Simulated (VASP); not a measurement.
A run of VASP 6.6.1:

File INCAR:

```
SYSTEM = TaO5
PREC = Accurate ; ENCUT = 600
EDIFF = 1E-6 ; ISMEAR = 0
SIGMA = 0.1 ; LREAL = .False.
LASPH = .True. ; NELM = 120
ALGO = Normal ; ISIF = 2
LWAVE = .False. ; LCHARG = .True.
GGA = PE ; LELF = .True.
LVHAR = .True. ; NBANDS = 30
GGA_COMPAT = .False.
```

The input KPOINTS:

```
Automatic mesh
0
Gamma
  6 6 6
  0 0 0
```

The input POSCAR:

```
TaO5
1.0
    3.6537485136     -0.0000000024      0.0000000000
   -1.8268742547      3.1642390330      0.0000000000
    0.0000000000      0.0000000000      5.3485808093
Ta O
1 5
Direct
    0.0000000000      0.0000000000      0.0000000000
    0.5000000000      0.0000000000      0.5000000000
    0.5000000000      0.5000000000      0.5000000000
    0.0000000000      0.5000000000      0.5000000000
    0.3333333333      0.6666666667      0.0000000000
    0.6666666667      0.3333333333      0.0000000000
```

Potentials or basis: VASP PAW PBE potentials, release 64 (Ta_sv_GW, O).

Command:

```console
$ cat potpaw_PBE.64/Ta_sv_GW/POTCAR potpaw_PBE.64/O/POTCAR > POTCAR
$ mpirun -np 1 vasp_std > vasp.out
```

Hardware: 1 thread of Intel(R) Xeon(R) Platinum 8259CL CPU @ 2.50GHz (Skylake/Cascade Lake), on a shared host.

Task: Estimate the wall time of this run.

Result: Wall time 110 s on 1 thread of Intel(R) Xeon(R) Platinum 8259CL CPU @ 2.50GHz (Skylake/Cascade Lake), with other jobs on the host, peak memory 0.23 GiB. Counts: scf iterations 23, k points 28.
